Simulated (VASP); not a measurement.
# EuS (Fm-3m) in VASP: notebook

Runs on EuS. Level: PBE+U. Tasks: single point.

All numbers are computed with VASP 6.6.1; they aren't measurements. Logs are shortened: lines on timing, memory, paths and dates and some standing lists are left out, and cuts for length are marked.

**What was measured.**

“Crystal-field mediated electronic transitions of EuS up to 35 GPa”, 2022, pmc:8786971 reports, for a powder of EuS at 300 K: band gap 1.72 eV (optical).

The results are compared with them further down.

## 1. The cell of the first run

The structure is cubic, space group Fm-3m (No. 225). Conventional cell: a = 5.957 Å, b = 5.957 Å, c = 5.957 Å, α = 90.00°, β = 90.00°, γ = 90.00°. Eu (site symmetry m-3m) has 6 S at 2.98 Å within 3.9 Å. Within 3.9 Å of S (site symmetry m-3m) lie 6 Eu at 2.98 Å.

## 2. Single point, PBE+U, collinear spin, ferromagnetic start

INCAR reads:

```
SYSTEM = EuS
PREC = Accurate
ENCUT = 600
EDIFF = 1E-6
ISMEAR = 0
SIGMA = 0.02
LREAL = .FALSE.
LASPH = .TRUE.
NELM = 200
ALGO = Normal
ISIF = 2
LWAVE = .FALSE.
LCHARG = .TRUE.
ISPIN = 2
MAGMOM = 7 0
LORBIT = 11
LMAXMIX = 6
LDAU = .TRUE.
LDAUTYPE = 2
LDAUL = 3 -1
LDAUU = 3 0
LDAUJ = 0 0
LDAUPRINT = 1
GGA = PE
LELF = .TRUE.
LVHAR = .TRUE.
NBANDS = 22
GGA_COMPAT = .FALSE.
```

KPOINTS reads:

```
Automatic mesh
0
G
  10 10 10
  0 0 0
```

POSCAR reads:

```
EuS
1.0
    0.0000000000      2.9785000000      2.9785000000
    2.9785000000      0.0000000000      2.9785000000
    2.9785000000      2.9785000000      0.0000000000
Eu S
1 1
Direct
    0.0000000000      0.0000000000      0.0000000000
    0.5000000000      0.5000000000      0.5000000000
```

Potentials or basis: VASP PAW PBE potentials, release 64 (Eu, S).

Launch:

```
cat potpaw_PBE.64/Eu/POTCAR potpaw_PBE.64/S/POTCAR > POTCAR
mpirun -np 1 vasp_std > vasp.out
```

OUTCAR:

```text
SYSTEM = EuS
   PREC = Accurate
   ENCUT = 600
   EDIFF = 1E-6
   ISMEAR = 0
   LREAL = .FALSE.
   LASPH = .TRUE.
   NELM = 200
   ISIF = 2
   ISPIN = 2
   LORBIT = 11
   GGA = PE

 ion  position               nearest neighbor table
   1  0.000  0.000  0.000-   2 2.98   2 2.98   2 2.98   2 2.98   2 2.98   2 2.98
   2  0.500  0.500  0.500-   1 2.98   1 2.98   1 2.98   1 2.98   1 2.98   1 2.98

  LATTYP: Found a face centered cubic cell.
 ALAT       =     5.9570000000

  Lattice vectors:

 A1 = (   0.0000000000,   2.9785000000,   2.9785000000)
 A2 = (   2.9785000000,   0.0000000000,   2.9785000000)
 A3 = (   2.9785000000,   2.9785000000,   0.0000000000)

Analysis of symmetry for initial positions (statically):
=====================================================================
 Subroutine PRICEL returns:
 Original cell was already a primitive cell.

 Routine SETGRP: Setting up the symmetry group for a
 face centered cubic supercell.

 Subroutine GETGRP returns: Found 48 space group operations
 (whereof 48 operations were pure point group operations)
 out of a pool of 48 trial point group operations.

The static configuration has the point symmetry O_h .

Analysis of symmetry for dynamics (positions and initial velocities):
=====================================================================
 Subroutine PRICEL returns:
 Original cell was already a primitive cell.

 Routine SETGRP: Setting up the symmetry group for a
 face centered cubic supercell.

 Subroutine GETGRP returns: Found 48 space group operations
 (whereof 48 operations were pure point group operations)
 out of a pool of 48 trial point group operations.

The dynamic configuration has the point symmetry O_h .

Analysis of structural, dynamic, and magnetic symmetry:
=====================================================================
 Subroutine PRICEL returns:
 Original cell was already a primitive cell.

 Routine SETGRP: Setting up the symmetry group for a
 face centered cubic supercell.

 Subroutine GETGRP returns: Found 48 space group operations
 (whereof 48 operations were pure point group operations)
 out of a pool of 48 trial point group operations.

The overall configuration has the point symmetry O_h .

 Subroutine INISYM returns: Found 48 space group operations
 (whereof 48 operations are pure point group operations),
 and found     1 'primitive' translations

----------------------------------------------------------------------------------------

                                     Primitive cell

  volume of cell :      52.8473

  direct lattice vectors                    reciprocal lattice vectors
     0.000000000  2.978500000  2.978500000    -0.167869733  0.167869733  0.167869733
     2.978500000  0.000000000  2.978500000     0.167869733 -0.167869733  0.167869733
     2.978500000  2.978500000  0.000000000     0.167869733  0.167869733 -0.167869733

  length of vectors
     4.212235096  4.212235096  4.212235096     0.290758907  0.290758907  0.290758907
[... 114 lines left out ...]
   LEPSILON=     F    determine dielectric tensor
   LRPA    =     F    only Hartree local field effects (RPA)
 spin polarized calculation
 Gauss-broadening in eV      SIGMA  =   0.02
  energy-cutoff  :      600.00
  volume of cell :       52.85
 maximum number of plane-waves:      1807
 NGX is ok and might be reduce to    36

atom =   1  type =  1  l = 3

 onsite density matrix

spin component  1

  0.9636 -0.0000 -0.0042  0.0000  0.0000  0.0000  0.0000
 -0.0000  0.9679  0.0000  0.0000  0.0000  0.0000 -0.0000
 -0.0042  0.0000  0.9658 -0.0000  0.0000  0.0000 -0.0000
  0.0000  0.0000 -0.0000  0.9604  0.0000  0.0000  0.0000
  0.0000  0.0000  0.0000  0.0000  0.9658 -0.0000  0.0042
  0.0000  0.0000  0.0000  0.0000 -0.0000  0.9690  0.0000
  0.0000 -0.0000 -0.0000  0.0000  0.0042  0.0000  0.9636

spin component  2

  0.0023  0.0000  0.0011  0.0000 -0.0000 -0.0000 -0.0000
  0.0000  0.0001 -0.0000 -0.0000 -0.0000 -0.0000 -0.0000
  0.0011 -0.0000  0.0017 -0.0000 -0.0000  0.0000 -0.0000
  0.0000 -0.0000 -0.0000  0.0031 -0.0000 -0.0000  0.0000
 -0.0000 -0.0000 -0.0000 -0.0000  0.0017  0.0000 -0.0011
 -0.0000 -0.0000  0.0000 -0.0000  0.0000  0.0009 -0.0000
 -0.0000 -0.0000 -0.0000  0.0000 -0.0011 -0.0000  0.0023

 occupancies and eigenvectors

  o =  0.0001  v =  0.0000  0.0000  0.0000  0.0000  0.0000  0.0000  0.0000 -0.0000  1.0000  0.0000  0.0000  0.0000  0.0000  0.0000      0.0000  0.0000  0.0000  0.0000  0.0000  0.0000  0.0000  0.0000  0.0000  0.0000  0.0000  0.0000  0.0000  0.0000
  o =  0.0009  v =  0.0000  0.0000  0.0000  0.0000  0.0000  0.0000  0.0000 -0.0008  0.0000  0.0010 -0.0000 -0.7906  0.0003 -0.6124      0.0000  0.0000  0.0000  0.0000  0.0000  0.0000  0.0000  0.0000  0.0000  0.0000  0.0000  0.0000  0.0000  0.0000
  o =  0.0009  v =  0.0000  0.0000  0.0000  0.0000  0.0000  0.0000  0.0000 -0.6124 -0.0000  0.7906  0.0000  0.0010 -0.0007  0.0008      0.0000  0.0000  0.0000  0.0000  0.0000  0.0000  0.0000  0.0000  0.0000  0.0000  0.0000  0.0000  0.0000  0.0000
  o =  0.0009  v =  0.0000  0.0000  0.0000  0.0000  0.0000  0.0000  0.0000 -0.0004 -0.0000  0.0006  0.0000  0.0002  1.0000  0.0002      0.0000  0.0000  0.0000  0.0000  0.0000  0.0000  0.0000  0.0000  0.0000  0.0000  0.0000  0.0000  0.0000  0.0000
  o =  0.0031  v =  0.0000  0.0000  0.0000  0.0000  0.0000  0.0000  0.0000  0.0009  0.0000  0.0007 -0.9999 -0.0074  0.0000  0.0095      0.0000  0.0000  0.0000  0.0000  0.0000  0.0000  0.0000  0.0000  0.0000  0.0000  0.0000  0.0000  0.0000  0.0000
  o =  0.0031  v =  0.0000  0.0000  0.0000  0.0000  0.0000  0.0000  0.0000 -0.0053  0.0000 -0.0041 -0.0121  0.6123  0.0000 -0.7905      0.0000  0.0000  0.0000  0.0000  0.0000  0.0000  0.0000  0.0000  0.0000  0.0000  0.0000  0.0000  0.0000  0.0000
  o =  0.0031  v =  0.0000  0.0000  0.0000  0.0000  0.0000  0.0000  0.0000  0.7906 -0.0000  0.6124  0.0011  0.0041  0.0000 -0.0053      0.0000  0.0000  0.0000  0.0000  0.0000  0.0000  0.0000  0.0000  0.0000  0.0000  0.0000  0.0000  0.0000  0.0000
  o =  0.9604  v =  0.0038 -0.0000  0.0030  0.1127  0.6085 -0.0000 -0.7855  0.0000  0.0000  0.0000  0.0000  0.0000  0.0000  0.0000      0.0000  0.0000  0.0000  0.0000  0.0000  0.0000  0.0000  0.0000  0.0000  0.0000  0.0000  0.0000  0.0000  0.0000
  o =  0.9604  v =  0.7906 -0.0000  0.6124 -0.0010 -0.0029  0.0000  0.0038  0.0000  0.0000  0.0000  0.0000  0.0000  0.0000  0.0000      0.0000  0.0000  0.0000  0.0000  0.0000  0.0000  0.0000  0.0000  0.0000  0.0000  0.0000  0.0000  0.0000  0.0000
  o =  0.9604  v =  0.0004  0.0000  0.0003  0.9936 -0.0690 -0.0000  0.0891  0.0000  0.0000  0.0000  0.0000  0.0000  0.0000  0.0000      0.0000  0.0000  0.0000  0.0000  0.0000  0.0000  0.0000  0.0000  0.0000  0.0000  0.0000  0.0000  0.0000  0.0000
  o =  0.9679  v = -0.0000 -1.0000  0.0000  0.0000 -0.0000 -0.0000 -0.0000  0.0000  0.0000  0.0000  0.0000  0.0000  0.0000  0.0000      0.0000  0.0000  0.0000  0.0000  0.0000  0.0000  0.0000  0.0000  0.0000  0.0000  0.0000  0.0000  0.0000  0.0000
  o =  0.9690  v =  0.0001  0.0000 -0.0001 -0.0000  0.0309 -0.9992  0.0239  0.0000  0.0000  0.0000  0.0000  0.0000  0.0000  0.0000      0.0000  0.0000  0.0000  0.0000  0.0000  0.0000  0.0000  0.0000  0.0000  0.0000  0.0000  0.0000  0.0000  0.0000
  o =  0.9690  v =  0.6124 -0.0000 -0.7906  0.0000 -0.0019  0.0000 -0.0015  0.0000  0.0000  0.0000  0.0000  0.0000  0.0000  0.0000      0.0000  0.0000  0.0000  0.0000  0.0000  0.0000  0.0000  0.0000  0.0000  0.0000  0.0000  0.0000  0.0000  0.0000
  o =  0.9690  v =  0.0015 -0.0000 -0.0019  0.0000  0.7900  0.0391  0.6119  0.0000  0.0000  0.0000  0.0000  0.0000  0.0000  0.0000      0.0000  0.0000  0.0000  0.0000  0.0000  0.0000  0.0000  0.0000  0.0000  0.0000  0.0000  0.0000  0.0000  0.0000

 number of electron      22.9999997 magnetization       7.0000730

 Free energy of the ion-electron system (eV)
  ---------------------------------------------------
  ext. energy  EPLUGINS =         0.00000000
  ---------------------------------------------------
  free energy    TOTEN  =       -19.45604312 eV

  energy without entropy =      -19.45596040  energy(sigma->0) =      -19.45600176

 E-fermi :   3.8368     XC(G=0):  -9.5892

 val. band max:        3.8354282728   @ k =   0.1000   0.1000   0.0000
 cond. band min:       3.9139759244   @ k =   0.0000   0.0000   0.0000
 fundamental gap:      0.0785476517
 Fermi energy:         3.8368448886

 spin component 1

 k-point     1 :       0.0000    0.0000    0.0000
  band No.  band energies     occupation
      1     -36.7282      1.00000
      2     -15.5413      1.00000
      3     -15.5413      1.00000
      4     -15.5413      1.00000
      5      -9.1715      1.00000
      6       1.4416      1.00000
[... 1193 lines left out ...]
     21      11.4666      0.00000
     22      12.2835      0.00000

 [... further k-points ...]

------------------------ aborting loop because EDIFF is reached ----------------------------------------

  FORCE on cell =-STRESS in cart. coord.  units (eV):
  Direction    XX          YY          ZZ          XY          YZ          ZX
  --------------------------------------------------------------------------------------
  -------------------------------------------------------------------------------------
  Total       -0.1785046     -0.1785046     -0.1785046     -0.0000000     -0.0000000      0.0000000
  in kB       -5.4117427     -5.4117427     -5.4117427     -0.0000000     -0.0000000      0.0000000
  external PRESSURE =      -5.4117427 kB  Pullay stress =       0.0000000 kB

 VOLUME and BASIS-vectors are now :
 -----------------------------------------------------------------------------
  energy-cutoff  :      600.00
  volume of cell :       52.85
      direct lattice vectors                 reciprocal lattice vectors
     0.000000000  2.978500000  2.978500000    -0.167869733  0.167869733  0.167869733
     2.978500000  0.000000000  2.978500000     0.167869733 -0.167869733  0.167869733
     2.978500000  2.978500000  0.000000000     0.167869733  0.167869733 -0.167869733

 POSITION                                       TOTAL-FORCE (eV/Angst)
 -----------------------------------------------------------------------------------
      0.00000      0.00000      0.00000         0.000000      0.000000      0.000000
      2.97850      2.97850      2.97850         0.000000      0.000000      0.000000
 -----------------------------------------------------------------------------------
    total drift:                                0.000000      0.000000      0.000000

  FREE ENERGIE OF THE ION-ELECTRON SYSTEM (eV)
  ---------------------------------------------------
  free  energy   TOTEN  =       -19.4560431229 eV

  energy  without entropy=      -19.4559603955  energy(sigma->0) =      -19.45600176

 total charge

# of ion       s       p       d       f       tot
--------------------------------------------------
    1        2.028   5.775   0.266   6.760  14.830
    2        1.316   2.442   0.000   0.000   3.758
--------------------------------------------------
tot          3.345   8.217   0.266   6.760  18.588

 magnetization (x)

# of ion       s       p       d       f       tot
--------------------------------------------------
    1       -0.015  -0.116   0.064   6.738   6.670
    2       -0.007  -0.063   0.000   0.000  -0.069
--------------------------------------------------
tot         -0.022  -0.179   0.064   6.738   6.601
```

It took 84 s on 1 thread of Intel Xeon 6975P-C (Granite Rapids), shared host; peak memory 0.32 GiB.

What came out:

- Free energy: -19.4560 eV
- Pressure: -0.5 GPa
- Band gap on the k mesh: zero (filled and empty bands overlap)
- Net moment: 7.00 μB per cell
- Site moments: Eu +6.67; S -0.07 μB
- Valence electrons inside the program's atomic spheres: Eu 14.83; S 3.76

Eigenvalues of the final occupation matrices:
```tsv
site	spin	trace	eigenvalues
site 1 f	1	6.76	0.96 0.96 0.96 0.97 0.97 0.97 0.97
site 1 f	2	0.01	0.00 0.00 0.00 0.00 0.00 0.00 0.00
```

Caveat: spin-orbit coupling is left out, which moves the levels of the heavy elements; a cell with one magnetic atom can't hold antiferromagnetic order, which such compounds often take.

## 3. Single point, PBE+U, collinear spin, antiferromagnetic start

This run uses another cell than the first one: it holds 4 atoms, not 2.

INCAR reads:

```
PREC = Accurate ; ENCUT = 600
EDIFF = 1E-6 ; ISMEAR = 0
SIGMA = 0.02 ; LREAL = F
LASPH = T ; NELM = 200
ALGO = Normal ; ISIF = 2
LWAVE = F ; LCHARG = F
ISPIN = 2 ; MAGMOM = 7 -7 0 0
LORBIT = 11 ; LMAXMIX = 6
LDAU = T ; LDAUTYPE = 2
LDAUL = 3 -1 ; LDAUU = 3 0
LDAUJ = 0 0 ; LDAUPRINT = 1
GGA = PE ; NBANDS = 35
GGA_COMPAT = F
```

KPOINTS reads:

```
Automatic mesh
0
Gamma
  6 8 8
```

POSCAR reads:

```
EuS
1.0
    0.0000000000      0.0000000000      5.9570000000
    2.9785000000      2.9785000000      0.0000000000
   -2.9785000000      2.9785000000      0.0000000000
Eu S
2 2
Direct
    0.0000000000      0.0000000000      0.0000000000
    0.5000000000      0.5000000000      0.5000000000
    0.0000000000      0.5000000000      0.5000000000
    0.5000000000      0.0000000000      0.0000000000
```

Potentials or basis: VASP PAW PBE potentials, release 64 (Eu, S).

Launch:

```
cat potpaw_PBE.64/Eu/POTCAR potpaw_PBE.64/S/POTCAR > POTCAR
mpirun -np 1 vasp_std > vasp.out
```

It took 6 min on 1 thread of Intel Xeon 6975P-C (Granite Rapids), shared host; peak memory 0.59 GiB.

Results (log left out):

```yaml
Free_energy: -38.8771 eV
Pressure: -0.3 GPa
Band_gap_on_the_k_mesh: zero (filled and empty bands overlap)
Net_moment: 0.00 μB per cell
Site_moments: Eu +6.66, -6.66; S -0.02, +0.02 μB
Valence_electrons_inside_the_program's_atomic_spheres: Eu 14.84; S 3.76
```

Stress tensor (GPa, compression positive):
```
-0.35  0.00  0.00
 0.00 -0.35  0.00
 0.00  0.00 -0.15
```

Levels at points of the mesh, in eV from the Fermi level:
Spin up:
```csv
k point,band 21,band 22,band 23,band 24,band 25,band 26
"(0.00, 0.00, 0.00)",-0.09,-0.03,0.00,0.00,1.58,1.96
"(0.50, 0.00, 0.00)",-0.26,-0.04,-0.04,0.51,1.15,2.60
"(0.00, 0.50, 0.00)",-0.27,-0.26,-0.24,2.58,3.21,3.25
"(0.50, 0.50, 0.00)",-0.32,-0.29,-0.28,3.44,3.55,3.93
"(0.00, 0.50, 0.50)",-0.19,-0.19,-0.16,0.00,0.00,3.76
"(0.50, 0.50, 0.50)",-0.28,-0.28,-0.24,2.28,2.28,2.98
```
Spin down:
```csv
k point,band 20,band 21,band 22,band 23,band 24,band 25,band 26,band 27
"(0.00, 0.00, 0.00)",-0.25,-0.09,-0.03,0.00,0.00,1.58,1.96,1.96
"(0.50, 0.00, 0.00)",-0.32,-0.26,-0.04,-0.04,0.51,1.15,2.60,3.05
"(0.00, 0.50, 0.00)",-0.29,-0.27,-0.26,-0.24,2.58,3.21,3.25,3.35
"(0.50, 0.50, 0.00)",-0.32,-0.32,-0.29,-0.28,3.44,3.55,3.93,4.04
"(0.00, 0.50, 0.50)",-0.21,-0.19,-0.19,-0.16,0.00,0.00,3.76,3.92
"(0.50, 0.50, 0.50)",-0.32,-0.28,-0.28,-0.24,2.28,2.28,2.98,2.98
```

Eigenvalues of the final occupation matrices:
| site | spin | trace | eigenvalues |
| --- | --- | --- | --- |
| site 1 f | 1 | 6.77 | 0.96 0.96 0.97 0.97 0.97 0.97 0.97 |
| site 1 f | 2 | 0.01 | 0.00 0.00 0.00 0.00 0.00 0.00 0.00 |
| site 2 f | 1 | 0.01 | 0.00 0.00 0.00 0.00 0.00 0.00 0.00 |
| site 2 f | 2 | 6.77 | 0.96 0.96 0.97 0.97 0.97 0.97 0.97 |

Caveat: the antiferromagnetic order is the one typed at the start, and another may lie lower; spin-orbit coupling is left out, which moves the levels of the heavy elements.

## 4. How close it comes

Step 2. A measured gap of EuS is 1.72 eV (optical; 300 K; powder; “Crystal-field mediated electronic transitions of EuS up to 35 GPa”, 2022, pmc:8786971); the calculated 0.00 eV misses it by -1.72 eV. So large a miss can be the level of theory's own, or it may mean another phase, state or a wrong row. Spin-orbit coupling on Eu is left out. The value is that of PBE+U on a finite k mesh, which can miss the band edges, without temperature or zero-point motion. The run's magnetic order (collinear spin, ferromagnetic start) needn't be the measured crystal's.

Step 3. A measured gap of EuS is 1.72 eV (optical; 300 K; powder; “Crystal-field mediated electronic transitions of EuS up to 35 GPa”, 2022, pmc:8786971); the calculated 0.00 eV misses it by -1.72 eV. So large a miss can be the level of theory's own, or it may mean another phase, state or a wrong row. Spin-orbit coupling on Eu is left out. The value is that of PBE+U on a finite k mesh, which can miss the band edges, without temperature or zero-point motion.

The gap in the log of VASP goes by the Fermi energy; the results here count the filled bands.